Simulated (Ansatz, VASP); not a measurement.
Two plane-wave programs on TiC

```xyz
2
Lattice="0.0000 2.0581 2.0581 2.0581 0.0000 2.0581 2.0581 2.0581 0.0000" Properties=species:S:1:pos:R:3 pbc="T T T"
Ti    0.0000    0.0000    0.0000
C     2.0581    2.0581    2.0581
```

Change from the starting cell: strain -0.050 along x and y, -0.050 along z, atoms carried along.

Alike in both runs: task single point; functional PBE; k mesh 24 × 24 × 24; occupations gaussian, width 0.15 eV; no spin polarisation.

|  | VASP | Ansatz |
| --- | --- | --- |
| version | VASP 6.6.1 | Ansatz 0.2.0 |
| potentials or method | VASP PAW PBE potentials, release 64 (Ti_sv, C), cutoff 520 eV | scalar-relativistic, plane waves, PAW |
| valence electrons in the cell | 16 | 16 |

```csv
,VASP,Ansatz,Ansatz less VASP
gap on the k mesh at the Fermi level (eV),none,none,-
pressure (GPa),52.3,52.3,+0.03
```

A gap of «none» marks a metal or a gap that the smearing closes. Both programs put the cell under a high pressure, so it lies far from rest at this level.
